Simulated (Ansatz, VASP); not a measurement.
AlGa2P3 in VASP and in Ansatz

```
CELL_PARAMETERS angstrom
3.93309 0.00000 0.00000
-1.96655 3.40616 0.00000
0.00000 0.00000 9.63126
ATOMIC_POSITIONS crystal
Al 0.00000 0.00000 0.99973
Ga 0.66667 0.33333 0.66660
Ga 0.33333 0.66667 0.33346
P 0.66667 0.33333 0.91734
P 0.33333 0.66667 0.58328
P 0.00000 0.00000 0.24961
```

Alike in both runs: task single point; functional PBE; k mesh 6 × 6 × 2; no spin polarisation.

```csv
,VASP,Ansatz
version,VASP 6.6.1,Ansatz 0.2.0
potentials or method,"VASP PAW PBE potentials, release 64 (Al, Ga_d, P)","plane waves, PAW"
plane-wave cutoff (eV),500,420
occupations,"gaussian, width 0.01 eV",fixed
valence electrons in the cell,44,44
```

Ansatz gave:

| Property | Result |
| --- | --- |
| gap on the k mesh at the Fermi level (eV) | 1.56 |
| pressure (GPa) | -2.2 |
| traceless stress, the component that is largest in VASP (GPa) | -0.09 |
| rms of the force components (eV/Å) | 0.005 |

Question: Estimate VASP's values.

Answer: gap on the k mesh at the Fermi level (eV): 1.55; pressure (GPa): -2.2; traceless stress, the component that is largest in VASP (GPa): -0.09; rms of the force components (eV/Å): 0.007.

Atom by atom the forces differ by 0.002 eV/Å (rms over components).
